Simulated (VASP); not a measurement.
Ti2PdS2: single point with PBE

Crystal: Ti2PdS2.

```xyz
5
Lattice="-1.6107 1.6107 8.1926 1.6107 -1.6107 8.1926 1.6107 1.6107 -8.1926" Properties=species:S:1:pos:R:3 pbc="T T T"
Ti    0.0000    0.0000    9.9290
Ti    0.0000    0.0000    6.4561
Pd    0.0000    0.0000    0.0000
S     0.0000    0.0000    2.6671
S     0.0000    0.0000   13.7180
```

| Quantity | Value |
| --- | --- |
| Program | VASP 6.6.1 |
| Task | single point |
| Functional | PBE |
| Potentials or basis | VASP PAW PBE potentials, release 64 (Ti_sv, Pd, S) |
| Cutoff | 520 eV |
| k mesh | 14 × 14 × 14 |
| Occupations | gaussian, width 0.1 eV |
| Spin | no spin polarisation |
| Dipole correction | no |
| Further INCAR settings | ALGO = Normal; EDIFF = 1e-07; NBANDS = 31 |

```yaml
Pressure: -1.5 GPa
Largest_force: 0.016 eV/Å
Band_gap_on_the_k_mesh: zero (bands 23 and 24 overlap by 1.06 eV)
```

Forces in eV/Å, atoms in the order of the input:
```
Ti   0.000  0.000 -0.016
Ti   0.000  0.000  0.016
Pd   0.000  0.000  0.000
S    0.000  0.000  0.002
S    0.000  0.000 -0.002
```

Stress tensor (GPa, compression positive):
```
-1.43  0.00  0.00
 0.00 -1.43  0.00
 0.00  0.00 -1.51
```

Levels at points of the mesh, in eV from the Fermi level:
| k point | band 20 | band 21 | band 22 | band 23 | band 24 | band 25 | band 26 | band 27 |
| --- | --- | --- | --- | --- | --- | --- | --- | --- |
| (0.00, 0.00, 0.00) | -2.29 | -2.22 | -1.69 | -1.04 | -0.88 | 0.80 | 1.01 | 1.49 |
| (0.50, 0.00, 0.00) | -1.70 | -1.07 | -1.01 | -0.41 | -0.41 | 0.41 | 0.50 | 0.81 |
| (0.50, 0.50, 0.00) | -1.44 | -1.08 | -0.80 | -0.80 | 0.93 | 1.18 | 2.03 | 2.04 |
| (0.50, 0.50, 0.50) | -2.17 | -2.17 | -1.65 | -1.08 | -0.19 | 0.80 | 1.02 | 1.47 |

Wall time 79 min on 1 thread of Intel(R) Xeon(R) Platinum 8259CL CPU @ 2.50GHz (Skylake/Cascade Lake), with other jobs on the host, peak memory 1 GiB.
